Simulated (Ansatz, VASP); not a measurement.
## TePb in VASP and in Ansatz

```
CELL_PARAMETERS angstrom
4.00229 0.00000 0.00000
0.00000 4.00229 0.00000
0.00000 0.00000 4.00229
ATOMIC_POSITIONS crystal
Pb 0.00000 0.00000 0.00000
Te 0.50000 0.50000 0.50000
```

Alike in both runs: functional LDA; k mesh 7 × 7 × 7; occupations fermi-dirac, width 0.05 eV; no spin polarisation.

|  | VASP | Ansatz |
| --- | --- | --- |
| version | VASP 6.6.1 | Ansatz 0.2.0 |
| potentials or method | VASP PAW LDA potentials, release 64 (Pb_d, Te) | Ansatz PAW |
| plane-wave cutoff (eV) | 520 | 420 |
| valence electrons in the cell | 20 | 30 |
| task | single point | band structure |

```tsv
	VASP	Ansatz	Ansatz less VASP
gap on the k mesh at the Fermi level (eV)	none	none	-
pressure (GPa)	-4.0	-3.9	+0.01
```

LDA's correlation is that of Perdew and Zunger in VASP and of Perdew and Wang (1992) in Ansatz. A gap of «none» marks a metal or a gap that the smearing closes. VASP's potentials hold 20 valence electrons a cell and Ansatz's 30, so a difference there can come from the potentials and not from the codes.

Spin-orbit coupling is off throughout.
